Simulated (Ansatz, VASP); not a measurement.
## One calculation of Mo3PbAu, two programs

```
Mo Pb Au
1.0
     4.88450    0.00000    0.00000
     0.00000    4.88450    0.00000
     0.00000    0.00000    4.88450
Mo Pb Au
3 1 1
Direct
  0.00000 0.50000 0.50000
  0.50000 0.00000 0.50000
  0.50000 0.50000 0.00000
  0.00000 0.00000 0.00000
  0.50000 0.50000 0.50000
```

Alike in both runs: task relaxation of cell and atoms; functional PBE; k mesh 8 × 8 × 8; occupations gaussian, width 0.1 eV; no spin polarisation.

|  | VASP | Ansatz |
| --- | --- | --- |
| version | VASP 6.6.1 | Ansatz 0.2.0 |
| potentials or method | VASP PAW PBE potentials, release 64 (Mo_sv, Pb_d, Au), cutoff 600 eV | scalar-relativistic, plane waves, PAW |
| valence electrons in the cell | 67 | 75 |

```tsv
	VASP	Ansatz	Ansatz less VASP
gap on the k mesh at the Fermi level, each at its own relaxed structure (eV)	none	none	-
relaxed volume (Å³/atom)	23.48	23.49	+0.010
relaxed length of the cell vector where the two differ most in proportion (Å)	4.897	4.897	+0.0007
```

A gap of «none» marks a metal or a gap that the smearing closes. VASP's potentials hold 67 valence electrons a cell and Ansatz's 75, so a difference there can come from the potentials and not from the codes.

Spin-orbit coupling is off throughout.
